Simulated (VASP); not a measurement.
# Be (P6_3/mmc) in VASP: notebook, part 3 of 3

VASP 6.6.1. The steps go on from the part before.

## (5) Relaxation of shape and atoms at fixed volume, PBE+D3(BJ) (6.76 Å³/atom)

This run uses another cell than the first one, of 6.76 Å³/atom.

File INCAR:

```
SYSTEM = Be
PREC     = Accurate       ! precision mode
ENCUT    = 600            ! plane-wave cutoff, eV
EDIFF    = 1E-6           ! SCF threshold, eV
ISMEAR   = 0              ! smearing method
SIGMA    = 0.1            ! smearing width, eV
LREAL    = .False.        ! projectors in reciprocal space
LASPH    = .True.         ! aspherical terms in the spheres
NELM     = 80             ! most SCF steps
ALGO     = Normal         ! electronic algorithm
ISIF     = 4              ! what is computed and relaxed
LWAVE    = .False.        ! write WAVECAR
LCHARG   = .False.        ! write CHGCAR
GGA      = PE             ! functional
IVDW     = 12             ! dispersion correction
IBRION   = 2              ! ionic algorithm
NSW      = 50             ! ionic steps
EDIFFG   = -0.01          ! ionic threshold
```

File KPOINTS:

```
regular mesh
0
Gamma
  21 21 12
  0 0 0
```

File POSCAR:

```
Be
1.0
    2.1441699587      0.0000000000      0.0000000000
   -1.0720849793      1.8569056543      0.0000000000
    0.0000000000      0.0000000000      3.3965147324
Be
2
Direct
    0.3333333333      0.6666666667      0.2500000000
    0.6666666667      0.3333333333      0.7500000000
```

Potentials or basis: VASP PAW PBE potentials, release 64 (Be).

Started as:

```console
$ cat potpaw_PBE.64/Be/POTCAR > POTCAR
$ mpirun -np 1 vasp_std > vasp.out
```

OUTCAR:

```text
SYSTEM = Be
   PREC = Accurate
   ENCUT = 600
   EDIFF = 1E-6
   ISMEAR = 0
   LREAL = .False.
   LASPH = .True.
   NELM = 80
   ISIF = 4
   GGA = PE
   IVDW = 12
   IBRION = 2
   NSW = 50
   EDIFFG = -0.01
 IVDW          = 12

 ion  position               nearest neighbor table
   1  0.333  0.667  0.250-   2 2.10   2 2.10   2 2.10   2 2.10   2 2.10   2 2.10
   2  0.667  0.333  0.750-   1 2.10   1 2.10   1 2.10   1 2.10   1 2.10   1 2.10

  LATTYP: Found a hexagonal cell.
 ALAT       =     2.1441699587
 C/A-ratio  =     1.5840697323

  Lattice vectors:

 A1 = (   2.1441699587,   0.0000000000,   0.0000000000)
 A2 = (  -1.0720849793,   1.8569056543,   0.0000000000)
 A3 = (   0.0000000000,   0.0000000000,   3.3965147324)

Analysis of symmetry for initial positions (statically):
=====================================================================
 Subroutine PRICEL returns:
 Original cell was already a primitive cell.

 Routine SETGRP: Setting up the symmetry group for a
 hexagonal supercell.

 Subroutine GETGRP returns: Found 24 space group operations
 (whereof 12 operations were pure point group operations)
 out of a pool of 24 trial point group operations.

The static configuration has the point symmetry D_3d.
 The point group associated with its full space group is D_6h.

Analysis of symmetry for dynamics (positions and initial velocities):
=====================================================================
 Subroutine PRICEL returns:
 Original cell was already a primitive cell.

 Routine SETGRP: Setting up the symmetry group for a
 hexagonal supercell.

 Subroutine GETGRP returns: Found 24 space group operations
 (whereof 12 operations were pure point group operations)
 out of a pool of 24 trial point group operations.

The dynamic configuration has the point symmetry D_3d.
 The point group associated with its full space group is D_6h.

 Subroutine INISYM returns: Found 24 space group operations
 (whereof 12 operations are pure point group operations),
 and found     1 'primitive' translations

----------------------------------------------------------------------------------------

                                     Primitive cell

  volume of cell :      13.5233

  direct lattice vectors                    reciprocal lattice vectors
     2.144169959  0.000000000  0.000000000     0.466380940  0.269265161  0.000000000
    -1.072084979  1.856905654  0.000000000     0.000000000  0.538530322  0.000000000
     0.000000000  0.000000000  3.396514732     0.000000000  0.000000000  0.294419450

  length of vectors
     2.144169959  2.144169959  3.396514732     0.538530322  0.538530322  0.294419450

  position of ions in fractional coordinates (direct lattice)
     0.333333333  0.666666667  0.250000000
     0.666666667  0.333333333  0.750000000

  ion indices of the primitive-cell ions
   primitive index   ion index
                 1           1
                 2           2

[... 108 lines left out ...]
 NGX is ok and might be reduce to    18
   NGX =  9   NGY =  9   NGZ = 13

--------------------------------------- Ionic step        1  -------------------------------------------

 number of electron       4.0000000 magnetization

 Free energy of the ion-electron system (eV)
  ---------------------------------------------------
  ext. energy  EPLUGINS =         0.00000000
  ---------------------------------------------------
  free energy    TOTEN  =        -7.36887603 eV

  energy without entropy =       -7.36766073  energy(sigma->0) =       -7.36826838

------------------------ aborting loop because EDIFF is reached ----------------------------------------

 Edisp (eV)   -0.83492

 E8    (eV) :    -0.2900

  FORCE on cell =-STRESS in cart. coord.  units (eV):
  Direction    XX          YY          ZZ          XY          YZ          ZX
  --------------------------------------------------------------------------------------
  -------------------------------------------------------------------------------------
  Total       1.24172     1.24172     1.30670     0.00000    -0.00000     0.00000
  in kB     147.11294   147.11294   154.81208     0.00000    -0.00000     0.00000
  external pressure =      149.68 kB  Pullay stress =        0.00 kB

 VOLUME and BASIS-vectors are now :
 -----------------------------------------------------------------------------
  energy-cutoff  :      600.00
  volume of cell :       13.52
      direct lattice vectors                 reciprocal lattice vectors
     2.144169959  0.000000000  0.000000000     0.466380940  0.269265161  0.000000000
    -1.072084979  1.856905654  0.000000000     0.000000000  0.538530322  0.000000000
     0.000000000  0.000000000  3.396514732     0.000000000  0.000000000  0.294419450

 POSITION                                       TOTAL-FORCE (eV/Angst)
 -----------------------------------------------------------------------------------
     -0.00000      1.23794      0.84913         0.000000     -0.000000      0.000000
      1.07208      0.61897      2.54739        -0.000000      0.000000      0.000000
 -----------------------------------------------------------------------------------
    total drift:                                0.000000     -0.000000      0.000000

  FREE ENERGIE OF THE ION-ELECTRON SYSTEM (eV)
  ---------------------------------------------------
  free  energy   TOTEN  =        -8.2037949908 eV

  energy  without entropy=       -8.2025796902  energy(sigma->0) =       -8.20318734

--------------------------------------- Ionic step        2  -------------------------------------------

 number of electron       4.0000000 magnetization

 Free energy of the ion-electron system (eV)
  ---------------------------------------------------
  ext. energy  EPLUGINS =         0.00000000
  ---------------------------------------------------
  free energy    TOTEN  =        -7.36891046 eV

  energy without entropy =       -7.36769499  energy(sigma->0) =       -7.36830273

 E-fermi :   8.4292     XC(G=0): -11.1317

 val. band max:        8.3988759996   @ k =   0.3333   0.0476   0.0000
 cond. band min:       8.4965218840   @ k =   0.3333   0.2857   0.0833
 fundamental gap:      0.0976458844
 Fermi energy:         8.4292456049

 k-point     1 :       0.0000    0.0000    0.0000
  band No.  band energies     occupation
      1      -3.8428      2.00000
      2       3.2667      2.00000
      3       9.9328      0.00000
      4      26.6254      0.00000
      5      26.6254      0.00000
      6      29.7543      0.00000
[... 199 lines left out ...]
 k-point    24 :       0.1905    0.0952    0.0000
  band No.  band energies     occupation
      1      -1.9030      2.00000
      2       5.9345      2.00000
      3      10.0036      0.00000
      4      17.7838      0.00000
      5      20.4810      0.00000
      6      26.6533      0.00000

 [... further k-points ...]

------------------------ aborting loop because EDIFF is reached ----------------------------------------

 Edisp (eV)   -0.83492

 E8    (eV) :    -0.2900

  FORCE on cell =-STRESS in cart. coord.  units (eV):
  Direction    XX          YY          ZZ          XY          YZ          ZX
  --------------------------------------------------------------------------------------
  -------------------------------------------------------------------------------------
  Total       1.26182     1.26182     1.26103     0.00000     0.00000     0.00000
  in kB     149.49419   149.49419   149.40060     0.00000     0.00000     0.00000
  external pressure =      149.46 kB  Pullay stress =        0.00 kB

 VOLUME and BASIS-vectors are now :
 -----------------------------------------------------------------------------
  energy-cutoff  :      600.00
  volume of cell :       13.52
      direct lattice vectors                 reciprocal lattice vectors
     2.143050195  0.000000000  0.000000000     0.466624628  0.269405855  0.000000000
    -1.071525097  1.855935910  0.000000000    -0.000000000  0.538811709  0.000000000
     0.000000000 -0.000000000  3.400065082     0.000000000 -0.000000000  0.294112017

 POSITION                                       TOTAL-FORCE (eV/Angst)
 -----------------------------------------------------------------------------------
     -0.00000      1.23729      0.85002         0.000000      0.000000      0.000000
      1.07153      0.61865      2.55005         0.000000     -0.000000      0.000000
 -----------------------------------------------------------------------------------
    total drift:                                0.000000     -0.000000      0.000000

  FREE ENERGIE OF THE ION-ELECTRON SYSTEM (eV)
  ---------------------------------------------------
  free  energy   TOTEN  =        -8.2038281630 eV

  energy  without entropy=       -8.2026126907  energy(sigma->0) =       -8.20322043

 reached required accuracy - stopping structural energy minimisation
```

Run time: 11 s. Hardware: 1 thread of Intel Xeon 6975P-C (Granite Rapids), shared host; peak memory 0.16 GiB.

Results:

| Item | Value |
| --- | --- |
| Free energy | -8.2038 eV |
| Energy gained by relaxing | 0.0 meV/atom |
| Ionic steps | 2 |
| Pressure after relaxing | 14.9 GPa |
| Band gap on the k mesh | zero (bands 2 and 3 overlap by 2.25 eV) |
| Dispersion energy per atom | -0.417 eV |

Final structure:
```xyz
2
Lattice="2.1431 0.0000 0.0000 -1.0715 1.8559 0.0000 0.0000 0.0000 3.4001" Properties=species:S:1:pos:R:3 pbc="T T T"
Be    0.0000    1.2373    0.8500
Be    1.0715    0.6186    2.5500
```

Levels at points of the mesh, in eV from the Fermi level:
```
           k point  band 1  band 2  band 3  band 4  band 5  band 6
(0.00, 0.00, 0.00)  -12.27   -5.16    1.50   18.20   18.20   21.33
(0.00, 0.00, 0.50)  -10.01  -10.01   11.79   11.79   20.05   20.05
```

## (6) Overview

```tsv
task	cell	cutoff (eV)	gap on the mesh (eV)	pressure (GPa)
single point	a = 2.285, b = 2.285, c = 3.584 Å, angles 90.0, 90.0, 120.0°, 2 atoms	520	none	-9.8
single point	a = 2.289, b = 2.289, c = 3.603 Å, angles 90.0, 90.0, 120.0°, 2 atoms	520	none	-10.7
relaxation of shape and atoms at fixed volume	relaxed from a = 2.119, b = 2.119, c = 3.362 Å, angles 90.0, 90.0, 120.0°, 2 atoms	600	none	21.3
relaxation of shape and atoms at fixed volume	relaxed from a = 2.144, b = 2.144, c = 3.397 Å, angles 90.0, 90.0, 120.0°, 2 atoms	600	none	14.9
```

Alike in all rows: level PBE+D3(BJ); potentials or basis VASP PAW PBE potentials, release 64 (Be); no spin polarisation; k mesh 21 × 21 × 12; smearing gaussian 0.1 eV.

Caveats: the cell stands under tension (at least some runs).

Total energies depend on the potentials used, so only differences within one code and one set of settings carry meaning.
